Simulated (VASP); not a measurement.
# MoS2 (P6_3/mmc) in VASP: relaxation of shape and atoms at fixed volume with PBEsol

Aim: the relaxation of shape and atoms at fixed volume of MoS2 with PBEsol.

Everything below comes from runs of VASP 6.6.1. Logs are shortened: lines on timing, memory, paths and dates and some standing lists are left out, and cuts for length are marked.

**1. The cell of the first run**

The structure is hexagonal, space group P6_3/mmc (No. 194). Conventional cell: a = 3.110 Å, b = 3.110 Å, c = 12.452 Å, α = 90.00°, β = 90.00°, γ = 120.00°. Within 3.2 Å of Mo (site symmetry -6m2) lie 6 S at 2.37 Å and 6 Mo at 3.11 Å. Within 3.2 Å of S (site symmetry 3m) lie 3 Mo at 2.37 Å and 7 S at 3.09 to 3.11 Å.

**2. Relaxation of shape and atoms at fixed volume, PBEsol (17.38 Å³/atom)**

Input file INCAR:

```
SYSTEM = MoS2
PREC = Accurate ; ENCUT = 600
EDIFF = 1E-7 ; ISMEAR = 0
SIGMA = 0.02 ; LREAL = .False.
LASPH = .True. ; NELM = 60
ALGO = Normal ; ISIF = 4
LWAVE = .False. ; LCHARG = .False.
GGA = PS ; IBRION = 2
NSW = 50 ; EDIFFG = -0.01
```

Input file KPOINTS:

```
Automatic mesh
0
Gamma
  12 12 4
  0 0 0
```

Input file POSCAR:

```
MoS2
1.0
    3.1096823365      0.0000000000      0.0000000000
   -1.5548411683      2.6930639011      0.0000000000
    0.0000000000      0.0000000000     12.4519071028
Mo S
2 4
Direct
    0.3333333333      0.6666666667      0.2500000000
    0.6666666667      0.3333333333      0.7500000000
    0.3333333333      0.6666666667      0.6260586372
    0.6666666667      0.3333333333      0.1260586372
    0.3333333333      0.6666666667      0.8739413628
    0.6666666667      0.3333333333      0.3739413628
```

Potentials or basis: VASP PAW PBE potentials, release 64 (Mo_sv, S).

On the command line:

```sh
$ cat potpaw_PBE.64/Mo_sv/POTCAR potpaw_PBE.64/S/POTCAR > POTCAR
$ mpirun -np 1 vasp_std > vasp.out
```

OUTCAR:

```text
SYSTEM = MoS2
   PREC = Accurate
   ENCUT = 600
   EDIFF = 1E-7
   ISMEAR = 0
   LREAL = .False.
   LASPH = .True.
   NELM = 60
   ISIF = 4
   GGA = PS
   IBRION = 2
   NSW = 50
   EDIFFG = -0.01

 ion  position               nearest neighbor table
   1  0.333  0.667  0.250-   4 2.37   6 2.37   4 2.37   6 2.37   4 2.37   6 2.37
   2  0.667  0.333  0.750-   3 2.37   5 2.37   3 2.37   5 2.37   3 2.37   5 2.37
   3  0.333  0.667  0.626-   2 2.37   2 2.37   2 2.37
   4  0.667  0.333  0.126-   1 2.37   1 2.37   1 2.37
   5  0.333  0.667  0.874-   2 2.37   2 2.37   2 2.37
   6  0.667  0.333  0.374-   1 2.37   1 2.37   1 2.37

  LATTYP: Found a hexagonal cell.
 ALAT       =     3.1096823365
 C/A-ratio  =     4.0042376537

  Lattice vectors:

 A1 = (   3.1096823365,   0.0000000000,   0.0000000000)
 A2 = (  -1.5548411683,   2.6930639011,   0.0000000000)
 A3 = (   0.0000000000,   0.0000000000,  12.4519071028)

Analysis of symmetry for initial positions (statically):
=====================================================================
 Subroutine PRICEL returns:
 Original cell was already a primitive cell.

 Routine SETGRP: Setting up the symmetry group for a
 hexagonal supercell.

 Subroutine GETGRP returns: Found 24 space group operations
 (whereof 12 operations were pure point group operations)
 out of a pool of 24 trial point group operations.

The static configuration has the point symmetry D_3d.
 The point group associated with its full space group is D_6h.

Analysis of symmetry for dynamics (positions and initial velocities):
=====================================================================
 Subroutine PRICEL returns:
 Original cell was already a primitive cell.

 Routine SETGRP: Setting up the symmetry group for a
 hexagonal supercell.

 Subroutine GETGRP returns: Found 24 space group operations
 (whereof 12 operations were pure point group operations)
 out of a pool of 24 trial point group operations.

The dynamic configuration has the point symmetry D_3d.
 The point group associated with its full space group is D_6h.

 Subroutine INISYM returns: Found 24 space group operations
 (whereof 12 operations are pure point group operations),
 and found     1 'primitive' translations

----------------------------------------------------------------------------------------

                                     Primitive cell

  volume of cell :     104.2794

  direct lattice vectors                    reciprocal lattice vectors
     3.109682337  0.000000000  0.000000000     0.321576255  0.185662137  0.000000000
    -1.554841168  2.693063901  0.000000000     0.000000000  0.371324275  0.000000000
     0.000000000  0.000000000 12.451907103     0.000000000  0.000000000  0.080308983

  length of vectors
     3.109682337  3.109682337 12.451907103     0.371324275  0.371324275  0.080308983

  position of ions in fractional coordinates (direct lattice)
     0.333333333  0.666666667  0.250000000
     0.666666667  0.333333333  0.750000000
     0.333333333  0.666666667  0.626058637
     0.666666667  0.333333333  0.126058637
     0.333333333  0.666666667  0.873941363
     0.666666667  0.333333333  0.373941363

  ion indices of the primitive-cell ions
   primitive index   ion index
                 1           1
                 2           2
                 3           3
                 4           4
                 5           5
                 6           6

----------------------------------------------------------------------------------------

 KPOINTS: Automatic mesh

Automatic generation of k-mesh.
 Grid dimensions read from file:
 generate k-points for:   12   12    4

 Generating k-lattice:

  Cartesian coordinates                     Fractional coordinates (reciprocal lattice)
     0.026798021  0.015471845  0.000000000     0.083333333  0.000000000  0.000000000
     0.000000000  0.030943690  0.000000000     0.000000000  0.083333333  0.000000000
     0.000000000  0.000000000  0.020077246     0.000000000  0.000000000  0.250000000

  Length of vectors
     0.030943690  0.030943690  0.020077246

  Shift w.r.t. Gamma in fractional coordinates (k-lattice)
     0.000000000  0.000000000  0.000000000

 Subroutine IBZKPT returns following result:
 ===========================================

 Found     57 irreducible k-points:

 Following reciprocal coordinates:
            Coordinates               Weight
  0.000000  0.000000  0.000000      1.000000
  0.083333  0.000000  0.000000      6.000000
  0.166667  0.000000  0.000000      6.000000
  0.250000  0.000000  0.000000      6.000000
  0.333333  0.000000  0.000000      6.000000
  0.416667  0.000000  0.000000      6.000000
[... 16 lines left out ...]
  0.250000  0.000000  0.250000     12.000000
  0.333333  0.000000  0.250000     12.000000
 [... further k-points ...]
   k-points           NKPTS =     57   k-points in BZ     NKDIM =     57   number of bands    NBANDS=     31
   number of dos      NEDOS =    301   number of ions     NIONS =      6
   total plane-waves  NPLWV =  78400
   dimension x,y,z NGX =    28 NGY =   28 NGZ =  100
   dimension x,y,z NGXF=    56 NGYF=   56 NGZF=  200
   ions per type =               2   4
   NGX,Y,Z   is equivalent  to a cutoff of  14.97, 14.97, 13.35 a.u.
   NGXF,Y,Z  is equivalent  to a cutoff of  29.94, 29.94, 26.70 a.u.
 SYSTEM =  MoS2
   PREC   = accura    normal or accurate (medium, high low for compatibility)
   ISTART =      0    job   : 0-new  1-cont  2-samecut
   ICHARG =      2    charge: 1-file 2-atom 10-const
   ISPIN  =      1    spin polarized calculation?
   LNONCOLLINEAR =      F non collinear calculations
   LSORBIT =      F    spin-orbit coupling
   LASPH  =      T    aspherical Exc in radial PAW
   ENCUT  =  600.0 eV  44.10 Ry    6.64 a.u.   6.21  6.21 24.87*2*pi/ulx,y,z
   NELM   =     60;   NELMIN=  2; NELMDL= -5     # of ELM steps
   EDIFF  = 0.1E-06   stopping-criterion for ELM
   LREAL  =      F    real-space projection
   EDIFFG = -.1E-01   stopping-criterion for IOM
   NSW    =     50    number of steps for IOM
   IBRION =      2    ionic relax: 0-MD 1-quasi-New 2-CG
   NFREE  =      1    steps in history (QN), initial steepest desc. (CG)
   ISIF   =      4    stress and relaxation
   ISYM   =      2    0-nonsym 1-usesym 2-fastsym
   POTIM  = 0.5000    time-step for ionic-motion
   TEBEG  =    0.0;   TEEND  =   0.0 temperature during run
   PSTRESS=    0.0 pullay stress
   NELECT =      52.0000    total number of electrons
   NUPDOWN=      -1.0000    fix difference up-down
   EMIN   =  10.00;   EMAX   =-10.00  energy-range for DOS
   EFERMI =   0.00;   METHOD = LEGACY
   ISMEAR =     0;   SIGMA  =   0.02  broadening in eV -4-tet -1-fermi 0-gaus
   EFERMI_NEDOS =   21; number of points for ismear=-14 and -15
   IALGO  =     38    algorithm
   IMIX   =      4    mixing-type and parameters
     AMIX     =   0.40;   BMIX     =  1.00
     AMIX_MAG =   1.60;   BMIX_MAG =  1.00
  volume/ion in A,a.u.               =      17.38       117.29
  Fermi-wavevector in a.u.,A,eV,Ry     =   1.298204  2.453251 22.930372  1.685335
  Thomas-Fermi vector in A             =   2.429548
   LORBIT       =      0    0 simple, 1 ext, 2 COOP (PROOUT), +10 PAW based schemes
   GGA     = PS    functional components
   LHFCALC =     F    Hartree Fock is set to
   AEXX    =    0.0000 exact exchange contribution
   IVDW    =     0    specifies the selected vdW correction
   LEPSILON=     F    determine dielectric tensor
   LRPA    =     F    only Hartree local field effects (RPA)
 conjugate gradient relaxation of ions
 non-spin polarized calculation
 Gauss-broadening in eV      SIGMA  =   0.02
  energy-cutoff  :      600.00
  volume of cell :      104.28
 maximum number of plane-waves:      3517
 NGX is ok and might be reduce to    28
   NGX = 13   NGY = 13   NGZ = 49

--------------------------------------- Ionic step        1  -------------------------------------------

 number of electron      52.0000003 magnetization

 Free energy of the ion-electron system (eV)
  ---------------------------------------------------
  ext. energy  EPLUGINS =         0.00000000
  ---------------------------------------------------
  free energy    TOTEN  =       -46.85759296 eV

  energy without entropy =      -46.85759296  energy(sigma->0) =      -46.85759296

------------------------ aborting loop because EDIFF is reached ----------------------------------------

  FORCE on cell =-STRESS in cart. coord.  units (eV):
  Direction    XX          YY          ZZ          XY          YZ          ZX
  --------------------------------------------------------------------------------------
  -------------------------------------------------------------------------------------
  Total        3.1455560      3.1455560      3.4334346     -0.0000000      0.0000000      0.0000000
  in kB       48.3291817     48.3291817     52.7522284     -0.0000000      0.0000000      0.0000000
  external PRESSURE =      49.8035306 kB  Pullay stress =       0.0000000 kB
[... 225 lines left out ...]
  energy  without entropy=      -46.8991262717  energy(sigma->0) =      -46.89912627

--------------------------------------- Ionic step        7  -------------------------------------------

 number of electron      51.9999995 magnetization

 Free energy of the ion-electron system (eV)
  ---------------------------------------------------
  ext. energy  EPLUGINS =         0.00000000
  ---------------------------------------------------
  free energy    TOTEN  =       -46.89913012 eV

  energy without entropy =      -46.89913012  energy(sigma->0) =      -46.89913012

 E-fermi :   7.9401     XC(G=0): -11.1342

 val. band max:        7.7476957762   @ k =   0.0000   0.0000   0.0000
 cond. band min:       8.5976405910   @ k =   0.1667   0.1667   0.0000
 fundamental gap:      0.8499448148
 Fermi energy:         7.9401423514

 k-point     1 :       0.0000    0.0000    0.0000
  band No.  band energies     occupation
      1     -53.6226      2.00000
      2     -53.6226      2.00000
      3     -27.8396      2.00000
      4     -27.8395      2.00000
      5     -27.5689      2.00000
      6     -27.5689      2.00000
[... 805 lines left out ...]
     30       9.7533      0.00000
     31      10.4629      0.00000

 [... further k-points ...]
[... 5 lines left out ...]
  --------------------------------------------------------------------------------------
  -------------------------------------------------------------------------------------
  Total        0.5032329      0.5032329      0.4879466     -0.0000000     -0.0000000      0.0000000
  in kB        7.7318078      7.7318078      7.4969452     -0.0000000     -0.0000000      0.0000000
  external PRESSURE =       7.6535203 kB  Pullay stress =       0.0000000 kB
[... 21 lines left out ...]
  FREE ENERGIE OF THE ION-ELECTRON SYSTEM (eV)
  ---------------------------------------------------
  free  energy   TOTEN  =       -46.8991301210 eV

  energy  without entropy=      -46.8991301210  energy(sigma->0) =      -46.89913012

 reached required accuracy - stopping structural energy minimisation
```

It took 13 min on 1 thread of AMD EPYC 9R45 (Zen 5), shared host; peak memory 0.36 GiB.

Results:

| Property | Result |
| --- | --- |
| Free energy | -46.8991 eV |
| Energy gained by relaxing | 6.9 meV/atom |
| Ionic steps | 7 |
| Pressure after relaxing | 0.8 GPa |
| Largest force after relaxing | 0.008 eV/Å |
| Band gap on the k mesh | 0.85 eV (least direct gap 1.75 eV) |

Forces in eV/Å, atoms in the order of the input:
```
Mo   0.000  0.000  0.000
Mo   0.000  0.000  0.000
S    0.000  0.000  0.008
S    0.000  0.000  0.008
S    0.000  0.000 -0.008
S    0.000  0.000 -0.008
```

Step by step:
| step | energy change (eV) | largest force (eV/Å) | pressure (GPa) | volume (Å³) |
| --- | --- | --- | --- | --- |
| 1 | 0.0000 | 0.5362 | 4.98 | 104.28 |
| 2 | -0.0250 | 0.0213 | 2.15 | 104.28 |
| 3 | -0.0252 | 0.0267 | 2.39 | 104.28 |
| 4 | -0.0377 | 0.0188 | 1.59 | 104.28 |
| 5 | -0.0415 | 0.0108 | 0.89 | 104.28 |
| 6 | -0.0415 | 0.0103 | 0.85 | 104.28 |
| 7 | -0.0415 | 0.0081 | 0.77 | 104.28 |

Final structure:
```
Mo S
1.0
     3.13456    0.00000    0.00000
    -1.56728    2.71461    0.00000
     0.00000    0.00000   12.25507
Mo S
2 4
Direct
  0.33333 0.66667 0.25000
  0.66667 0.33333 0.75000
  0.33333 0.66667 0.62268
  0.66667 0.33333 0.12268
  0.33333 0.66667 0.87732
  0.66667 0.33333 0.37732
```

Caveat: the PAW data sets were made with another functional, which shifts forces and pressure a little; this functional lacks dispersion, which binds layers or chains, so the pressure and a relaxed spacing across them are unreliable. A k mesh can miss the band edges.
